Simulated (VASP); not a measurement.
**Sc2GeSe: single point with PBE**

The system is Sc2GeSe.

```xyz
4
Lattice="3.8921 0.0000 0.0000 0.0000 3.8921 0.0000 0.0000 0.0000 5.4806" Properties=species:S:1:pos:R:3 pbc="T T T"
Sc    1.9460    1.9460    0.0000
Sc    0.0000    0.0000    2.7403
Ge    1.9460    1.9460    2.7403
Se    0.0000    0.0000    0.0000
```

```json
{
 "Program": "VASP 6.6.1",
 "Task": "single point",
 "Functional": "PBE",
 "Potentials or basis": "VASP PAW PBE potentials, release 64 (Sc_sv, Ge_d, Se)",
 "Cutoff": "520 eV",
 "k mesh": "4 × 4 × 4",
 "Occupations": "gaussian, width 0.1 eV",
 "Spin": "no spin polarisation",
 "Dipole correction": "no",
 "Further INCAR settings": "ALGO = Fast; EDIFF = 1e-06; NBANDS = 29"
}
```

* Pressure: 0.1 GPa
* Band gap on the k mesh: zero (bands 21 and 22 overlap by 1.47 eV)

Stress tensor (GPa, compression positive):
```
0.03 0.00 0.00
0.00 0.03 0.00
0.00 0.00 0.31
```

Levels at points of the mesh, in eV from the Fermi level:
| k point | band 17 | band 18 | band 19 | band 20 | band 21 | band 22 | band 23 | band 24 | band 25 | band 26 |
| --- | --- | --- | --- | --- | --- | --- | --- | --- | --- | --- |
| (0.00, 0.00, 0.00) | -2.82 | -2.82 | -0.96 | 0.67 | 0.67 | 0.69 | 0.82 | 0.87 | 1.10 | 1.72 |
| (0.50, 0.00, 0.00) | -4.04 | -3.81 | -3.08 | -1.78 | -0.75 | 1.49 | 1.79 | 1.87 | 1.91 | 2.19 |
| (0.50, 0.50, 0.00) | -4.84 | -3.20 | -0.83 | -0.83 | -0.80 | -0.80 | 0.30 | 1.65 | 1.70 | 2.58 |
| (0.00, 0.00, 0.50) | -2.91 | -2.91 | -2.43 | -0.64 | 0.10 | 0.10 | 0.35 | 0.89 | 1.99 | 2.00 |
| (0.50, 0.00, 0.50) | -5.35 | -3.89 | -2.27 | -1.79 | -1.01 | 1.79 | 2.07 | 2.12 | 2.37 | 2.68 |
| (0.50, 0.50, 0.50) | -4.76 | -4.23 | -2.35 | -2.35 | -1.67 | 1.85 | 1.85 | 2.03 | 2.07 | 2.07 |

It took 40 s on 1 thread of Oxide Virtual Turin-like Processor (shared host), peak memory 0.17 GiB.

Caveat: the k points lie up to 0.40 Å⁻¹ apart, too coarse for converged energies and pressures of a metal.
